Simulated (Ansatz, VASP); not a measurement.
Two plane-wave programs on ZrB2

```
CELL_PARAMETERS angstrom
3.15441 0.00000 0.00000
-1.57721 2.73180 0.00000
0.00000 0.00000 3.50823
ATOMIC_POSITIONS crystal
Zr 0.00000 0.00000 0.00000
B 0.33333 0.66667 0.50000
B 0.66667 0.33333 0.50000
```

Change from the starting cell: volume scaled by 0.99, PAW files.

Alike in both runs: task electric field gradients; functional PBE; k mesh 12 × 12 × 9; occupations fermi-dirac, width 0.05 eV; no spin polarisation.

|  | VASP | Ansatz |
| --- | --- | --- |
| version | VASP 6.6.1 | Ansatz 0.2.0 |
| potentials or method | VASP PAW PBE potentials, release 64 (Zr_sv, B) | PAW with Ansatz's default frozen-core files, scalar-relativistic |
| plane-wave cutoff (eV) | 520 | 420 |
| valence electrons in the cell | 18 | 18 |

Ansatz gave:

| Item | Value |
| --- | --- |
| pressure (GPa) | 4.9 |
| traceless stress, the component that is largest in VASP (GPa) | 0.85 |
| size of Vzz on the site where it differs most (V/Å²) | 44.8 |

Task: What did VASP give for the same quantities?

Result: Pressure (GPa): 5.1; traceless stress, the component that is largest in VASP (GPa): 0.90; size of Vzz on the site where it differs most (V/Å²): 41.3.

With one functional, cell and mesh, what is left measures potentials, basis and numerics.
